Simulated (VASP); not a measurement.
The system is Al6O.

```
Al O
1.0
     2.86000    0.00000    0.00000
    -1.43000    2.47683    0.00000
     0.00000    0.00000   14.35000
Al O
6 1
Direct
  0.33333 0.66667 0.05600
  0.00000 0.00000 0.87100
  0.66667 0.33333 0.70800
  0.00000 0.00000 0.38200
  0.33333 0.66667 0.54500
  0.66667 0.33333 0.21900
  0.00000 0.00000 0.00000
```

```yaml
Program: VASP 6.6.1
Task: relaxation of cell and atoms
Functional: PBE
Potentials_or_basis: VASP PAW PBE potentials, release 64 (Al, O)
Cutoff: 600 eV
k_mesh: 6 × 6 × 2
Occupations: gaussian, width 0.2 eV
Spin: no spin polarisation
```

At the start: pressure 5.5 GPa; volume 14.52 Å³/atom.

Task: How do energy, volume and symmetry change on relaxing?

Result: Over 11 steps the energy falls by 57.6 meV/atom and the volume is 14.93 Å³/atom (+2.8 %); space group P3m1 (No. 156, to 0.1 Å) before and after.

The path:
| step | energy change (eV) | largest force (eV/Å) | pressure (GPa) | volume (Å³) |
| --- | --- | --- | --- | --- |
| 1 | 0.0000 | 2.7737 | 5.53 | 101.65 |
| 2 | -0.3172 | 0.3870 | -3.72 | 109.18 |
| 3 | -0.3424 | 0.4077 | -2.09 | 107.53 |
| 4 | -0.3780 | 0.2644 | -0.51 | 105.13 |
| 5 | -0.3804 | 0.2741 | 0.05 | 104.36 |
| 6 | -0.3872 | 0.2163 | 0.24 | 104.18 |
| 7 | -0.3956 | 0.3208 | 0.86 | 103.63 |
| 8 | -0.3993 | 0.2493 | 0.53 | 103.93 |
| 9 | -0.4026 | 0.0930 | -0.27 | 104.68 |
| 10 | -0.4026 | 0.0942 | -0.18 | 104.59 |
| 11 | -0.4033 | 0.0788 | -0.12 | 104.49 |

Final structure:
```xyz
7
Lattice="2.8688 0.0000 0.0000 -1.4344 2.4845 0.0000 0.0000 0.0000 14.6606" Properties=species:S:1:pos:R:3 pbc="T T T"
Al    0.0000    1.6563    0.9938
Al    0.0000    0.0000   12.6512
Al    1.4344    0.8282   10.2740
Al   -1.4344    2.4845    5.6088
Al    0.0000    1.6563    7.9489
Al    1.4344    0.8282    3.2602
O     1.4344    2.4845    0.0342
```

Caveat: the k points lie up to 0.42 Å⁻¹ apart in the final cell, too coarse for converged energies and pressures of a metal; the highest band is partly filled, so the run has too few bands; the relaxation stopped at a loose force limit of 0.08 eV/Å, so its end isn't a converged minimum.
